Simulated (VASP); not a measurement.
# BN (P1) in VASP: further runs

The runs below take BN through single point, with PBEsol, PBE0.

Everything below comes from runs of VASP 6.6.1. Logs are shortened: lines on timing, memory, paths and dates and some standing lists are left out, and cuts for length are marked.

## Step 1: The cell of the first run

The typed cell holds 2 atoms: a = 2.508 Å, b = 2.508 Å, c = 3.274 Å, α = 101.11°, β = 101.11°, γ = 119.81°.

## Step 2: Single point, PBEsol

INCAR

```
PREC = Accurate ; ENCUT = 520
EDIFF = 1E-7 ; ISMEAR = 0
SIGMA = 0.1 ; LREAL = F
LASPH = T ; NELM = 80
ALGO = Normal ; ISIF = 2
LWAVE = F ; LCHARG = F
GGA = PS ; NBANDS = 11
```

KPOINTS

```
Automatic mesh
0
Gamma
  13 13 9
```

POSCAR

```
BN
1.0
    2.5080409239      0.0000000000      0.0000000000
   -1.2467107647      2.1762310413      0.0000000000
   -0.6306650796     -1.0881155206      3.0225400000
N B
1 1
Direct
    0.6685060000      0.3323850000      0.9849990000
    0.9796430000      0.9834990000      0.0018060000
```

Potentials or basis: VASP PAW PBE potentials, release 64 (N, B).

Command:

```sh
> cat potpaw_PBE.64/N/POTCAR potpaw_PBE.64/B/POTCAR > POTCAR
> mpirun -np 1 vasp_std > vasp.out
```

OUTCAR:

```text
PREC = Accurate
   ENCUT = 520
   EDIFF = 1E-7
   ISMEAR = 0
   LREAL = F
   LASPH = T
   NELM = 80
   ISIF = 2
   GGA = PS

 ion  position               nearest neighbor table
   1  0.669  0.332  0.985-   2 1.40   2 1.43   2 1.52
   2  0.980  0.983  0.002-   1 1.40   1 1.43   1 1.52

  LATTYP: Found a face centered orthorhombic cell.
 ALAT       =     2.5153400000
 B/A-ratio  =     1.7253460765
 C/A-ratio  =     2.4032854405

  Lattice vectors:

 A1 = (  -1.8773758443,   1.0881155207,   3.0225400000)
 A2 = (   0.6306650796,   1.0881155207,   3.0225400000)
 A3 = (  -1.2467107647,   2.1762310413,   0.0000000000)

Analysis of symmetry for initial positions (statically):
=====================================================================
 Subroutine PRICEL returns:
 Original cell was already a primitive cell.

 Routine SETGRP: Setting up the symmetry group for a
 face centered orthorhombic supercell.

 Subroutine GETGRP returns: Found  1 space group operations
 (whereof  1 operations were pure point group operations)
 out of a pool of  8 trial point group operations.

The static configuration has the point symmetry C_1 .

Analysis of symmetry for dynamics (positions and initial velocities):
=====================================================================
 Subroutine PRICEL returns:
 Original cell was already a primitive cell.

 Routine SETGRP: Setting up the symmetry group for a
 face centered orthorhombic supercell.

 Subroutine GETGRP returns: Found  1 space group operations
 (whereof  1 operations were pure point group operations)
 out of a pool of  8 trial point group operations.

The dynamic configuration has the point symmetry C_1 .

 Subroutine INISYM returns: Found  1 space group operations
 (whereof  1 operations are pure point group operations),
 and found     1 'primitive' translations

----------------------------------------------------------------------------------------

                                     Primitive cell

  volume of cell :      16.4973

  direct lattice vectors                    reciprocal lattice vectors
     2.508040924  0.000000000  0.000000000     0.398717577  0.228415773  0.165423783
    -1.246710765  2.176231041  0.000000000     0.000000000  0.459510034  0.165423783
    -0.630665080 -1.088115521  3.022540000     0.000000000  0.000000000  0.330847565

  length of vectors
     2.508040924  2.508040924  3.273756540     0.488379462  0.488379462  0.330847565

  position of ions in fractional coordinates (direct lattice)
     0.668506000  0.332385000  0.984999000
     0.979643000  0.983499000  0.001806000

  ion indices of the primitive-cell ions
   primitive index   ion index
                 1           1
                 2           2

----------------------------------------------------------------------------------------

 KPOINTS: Automatic mesh

Automatic generation of k-mesh.
 Grid dimensions read from file:
 generate k-points for:   13   13    9

 Generating k-lattice:

  Cartesian coordinates                     Fractional coordinates (reciprocal lattice)
     0.030670583  0.017570444  0.012724906     0.076923077 -0.000000000 -0.000000000
     0.000000000  0.035346926  0.012724906     0.000000000  0.076923077  0.000000000
     0.000000000  0.000000000  0.036760841     0.000000000  0.000000000  0.111111111

  Length of vectors
     0.037567651  0.037567651  0.036760841

  Shift w.r.t. Gamma in fractional coordinates (k-lattice)
     0.000000000  0.000000000  0.000000000

 -----------------------------------------------------------------------------
|                                                                             |
|           W    W    AA    RRRRR   N    N  II  N    N   GGGG   !!!           |
|           W    W   A  A   R    R  NN   N  II  NN   N  G    G  !!!           |
|           W    W  A    A  R    R  N N  N  II  N N  N  G       !!!           |
|           W WW W  AAAAAA  RRRRR   N  N N  II  N  N N  G  GGG   !            |
|           WW  WW  A    A  R   R   N   NN  II  N   NN  G    G                |
|           W    W  A    A  R    R  N    N  II  N    N   GGGG   !!!           |
|                                                                             |
|     Your reciprocal lattice and k-lattice belong to different lattice       |
|     classes:                                                                |
|                                                                             |
|        The reciprocal lattice is body-centered orthorhombic,                |
|        whereas your k-lattice is base-centered monoclinic.                  |
|                                                                             |
|     Results are often still useful ...                                      |
|                                                                             |
 -----------------------------------------------------------------------------

 WARNING: IBZKPT: internal override: KBLOWUP is changed to .FALSE.
      ... skipping the blow-up phase ...

 Subroutine IBZKPT returns following result:
 ===========================================

 Found    761 irreducible k-points:

 Following reciprocal coordinates:
            Coordinates               Weight
  0.000000  0.000000  0.000000      1.000000
  0.076923  0.000000  0.000000      2.000000
  0.153846  0.000000  0.000000      2.000000
  0.230769  0.000000  0.000000      2.000000
  0.307692  0.000000  0.000000      2.000000
  0.384615  0.000000  0.000000      2.000000
[... 16 lines left out ...]
  0.153846  0.153846  0.000000      2.000000
  0.230769  0.153846  0.000000      2.000000
 [... further k-points ...]
   k-points           NKPTS =    761   k-points in BZ     NKDIM =    761   number of bands    NBANDS=     11
   number of dos      NEDOS =    301   number of ions     NIONS =      2
   total plane-waves  NPLWV =   9600
   dimension x,y,z NGX =    20 NGY =   20 NGZ =   24
   dimension x,y,z NGXF=    40 NGYF=   40 NGZF=   48
   ions per type =               1   1
   NGX,Y,Z   is equivalent  to a cutoff of  13.26, 13.26, 12.19 a.u.
   NGXF,Y,Z  is equivalent  to a cutoff of  26.51, 26.51, 24.38 a.u.
 SYSTEM =  unknown system
   PREC   = accura    normal or accurate (medium, high low for compatibility)
   ISTART =      0    job   : 0-new  1-cont  2-samecut
   ICHARG =      2    charge: 1-file 2-atom 10-const
   ISPIN  =      1    spin polarized calculation?
   LNONCOLLINEAR =      F non collinear calculations
   LSORBIT =      F    spin-orbit coupling
   LASPH  =      T    aspherical Exc in radial PAW
   ENCUT  =  520.0 eV  38.22 Ry    6.18 a.u.   4.66  4.66  6.09*2*pi/ulx,y,z
   NELM   =     80;   NELMIN=  2; NELMDL= -5     # of ELM steps
   EDIFF  = 0.1E-06   stopping-criterion for ELM
   LREAL  =      F    real-space projection
   EDIFFG = 0.1E-05   stopping-criterion for IOM
   NSW    =      0    number of steps for IOM
   IBRION =     -1    ionic relax: 0-MD 1-quasi-New 2-CG
   NFREE  =      0    steps in history (QN), initial steepest desc. (CG)
   ISIF   =      2    stress and relaxation
   ISYM   =      2    0-nonsym 1-usesym 2-fastsym
   POTIM  = 0.5000    time-step for ionic-motion
   TEBEG  =    0.0;   TEEND  =   0.0 temperature during run
   PSTRESS=    0.0 pullay stress
   NELECT =       8.0000    total number of electrons
   NUPDOWN=      -1.0000    fix difference up-down
   EMIN   =  10.00;   EMAX   =-10.00  energy-range for DOS
   EFERMI =   0.00;   METHOD = LEGACY
   ISMEAR =     0;   SIGMA  =   0.10  broadening in eV -4-tet -1-fermi 0-gaus
   EFERMI_NEDOS =   21; number of points for ismear=-14 and -15
   IALGO  =     38    algorithm
   IMIX   =      4    mixing-type and parameters
     AMIX     =   0.40;   BMIX     =  1.00
     AMIX_MAG =   1.60;   BMIX_MAG =  1.00
  volume/ion in A,a.u.               =       8.25        55.66
  Fermi-wavevector in a.u.,A,eV,Ry     =   1.286178  2.430523 22.507475  1.654253
  Thomas-Fermi vector in A             =   2.418268
   LORBIT       =      0    0 simple, 1 ext, 2 COOP (PROOUT), +10 PAW based schemes
   GGA     = PS    functional components
   LHFCALC =     F    Hartree Fock is set to
   AEXX    =    0.0000 exact exchange contribution
   IVDW    =     0    specifies the selected vdW correction
   LEPSILON=     F    determine dielectric tensor
   LRPA    =     F    only Hartree local field effects (RPA)
 non-spin polarized calculation
 Gauss-broadening in eV      SIGMA  =   0.10
  energy-cutoff  :      520.00
  volume of cell :       16.50
 maximum number of plane-waves:       462
   NGX =  9   NGY =  9   NGZ = 13

 number of electron       8.0000000 magnetization

 Free energy of the ion-electron system (eV)
  ---------------------------------------------------
  ext. energy  EPLUGINS =         0.00000000
  ---------------------------------------------------
  free energy    TOTEN  =       -18.13756095 eV

  energy without entropy =      -18.13756095  energy(sigma->0) =      -18.13756095

 E-fermi :   3.9160     XC(G=0): -10.9171

 val. band max:        3.4140353245   @ k =   0.3846   0.3846   0.1111
 cond. band min:       6.1179957511   @ k =  -0.4615  -0.4615   0.4444
 fundamental gap:      2.7039604266
 Fermi energy:         3.9160040294

 k-point     1 :       0.0000    0.0000    0.0000
  band No.  band energies     occupation
      1     -14.9141      2.00000
      2      -0.4765      2.00000
      3       0.8860      2.00000
      4       2.5024      2.00000
      5       8.6148      0.00000
      6      13.4814      0.00000
      7      15.5687      0.00000
      8      16.2000      0.00000
      9      18.1595      0.00000
     10      28.3956      0.00000
     11      30.3685      0.00000

 k-point     2 :       0.0769    0.0000    0.0000
  band No.  band energies     occupation
      1     -14.7872      2.00000
      2      -0.4140      2.00000
      3       0.6973      2.00000
      4       1.9461      2.00000
      5       8.9403      0.00000
      6      13.5621      0.00000
      7      15.7718      0.00000
      8      16.0520      0.00000
      9      18.4496      0.00000
     10      28.2584      0.00000
     11      28.8022      0.00000
[... 295 lines left out ...]
 k-point    24 :       0.2308    0.1538    0.0000
  band No.  band energies     occupation
      1     -12.7157      2.00000
      2      -3.2747      2.00000
      3      -1.6230      2.00000
      4       0.7610      2.00000
      5      10.1706      0.00000
      6      13.5686      0.00000
      7      15.4937      0.00000
      8      19.0503      0.00000
      9      20.3900      0.00000
     10      23.9168      0.00000
     11      27.8290      0.00000

 [... further k-points ...]
[... 5 lines left out ...]
  --------------------------------------------------------------------------------------
  -------------------------------------------------------------------------------------
  Total       -0.6076530      0.6804011      0.5113635     -0.5397683      0.1221810      0.0567149
  in kB      -59.0139297     66.0790698     49.6625043    -52.4211181     11.8659514      5.5080287
  external PRESSURE =      18.9092148 kB  Pullay stress =       0.0000000 kB

 VOLUME and BASIS-vectors are now :
 -----------------------------------------------------------------------------
  energy-cutoff  :      520.00
  volume of cell :       16.50
      direct lattice vectors                 reciprocal lattice vectors
     2.508040924  0.000000000  0.000000000     0.398717577  0.228415773  0.165423783
    -1.246710765  2.176231041  0.000000000     0.000000000  0.459510034  0.165423783
    -0.630665080 -1.088115521  3.022540000     0.000000000  0.000000000  0.330847565

 POSITION                                       TOTAL-FORCE (eV/Angst)
 -----------------------------------------------------------------------------------
      0.64105     -0.34845      2.97720        -1.666977     -2.093125      0.583581
      1.22971      2.13836      0.00546         1.666977      2.093125     -0.583581
 -----------------------------------------------------------------------------------
    total drift:                               -0.000189     -0.000008     -0.000139

  FREE ENERGIE OF THE ION-ELECTRON SYSTEM (eV)
  ---------------------------------------------------
  free  energy   TOTEN  =       -18.1375609481 eV

  energy  without entropy=      -18.1375609481  energy(sigma->0) =      -18.13756095
```

It took 97 s on 1 thread of Intel Xeon Platinum 8259CL at 2.50GHz (Skylake/Cascade Lake), shared host; peak memory 0.23 GiB.

What came out:

* Free energy: -18.1376 eV
* Pressure: 1.9 GPa
* Largest force: 2.739 eV/Å
* Band gap on the k mesh: 2.70 eV (least direct gap 4.47 eV)

Forces on the atoms (eV/Å):
```
N   -1.667 -2.093  0.584
B    1.667  2.093 -0.584
```

Stress tensor (GPa, compression positive):
```
-5.90 -5.24  0.55
-5.24  6.61  1.19
 0.55  1.19  4.97
```

Caveat: the PAW data sets were made with another functional, which shifts forces and pressure a little; an odd mesh through Γ misses points on the zone boundary, where band edges can lie.

[end of part 1 of 2]
